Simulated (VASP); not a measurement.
Set up this calculation in VASP 6.6.1, as the native input.

```
Task                   : single point
Functional             : LDA
Potentials or basis    : VASP PAW LDA potentials, release 64 (Ta_pv, N)
Cutoff                 : 520 eV
k mesh                 : 10 × 10 × 6
Occupations            : fermi-dirac, width 0.05 eV
Spin                   : no spin polarisation
Dipole correction      : no
Further INCAR settings : ALGO = Normal; EDIFF = 1e-07; NBANDS = 20
```

The structure of Ta2N lies in POSCAR:

```
Ta2N
1.0
    3.0707906527      0.0000000000      0.0000000000
   -1.5353953264      2.6593827149      0.0000000000
    0.0000000000      0.0000000000      4.8040242697
Ta N
2 1
Direct
    0.3333333333      0.6666666667      0.2547110000
    0.6666666667      0.3333333333      0.7452890000
    0.0000000000      0.0000000000      0.0000000000
```

The input as run:

INCAR

```
SYSTEM = Ta2N
  ALGO = Normal
  EDIFF = 1E-7
  ENCUT = 520
  GGA = CA
  ISIF = 2
  ISMEAR = -1
  LASPH = .TRUE.
  LCHARG = .FALSE.
  LREAL = .FALSE.
  LWAVE = .FALSE.
  NBANDS = 20
  NELM = 100
  PREC = Accurate
  SIGMA = 0.05
```

KPOINTS

```
k-points
0
G
  10 10 6
  0 0 0
```

Potentials or basis: VASP PAW LDA potentials, release 64 (Ta_pv, N).

Command:

```console
$ cat potpaw_LDA.64/Ta_pv/POTCAR potpaw_LDA.64/N/POTCAR > POTCAR
$ mpirun -np 1 vasp_std > vasp.out
```

It gave:

| Quantity | Value |
| --- | --- |
| Pressure | -1.7 GPa |
| Largest force | 0.163 eV/Å |

Run time: 22 s on 1 thread of Intel(R) Xeon(R) Platinum 8559C (Emerald Rapids), on a shared host, peak memory 0.17 GiB.
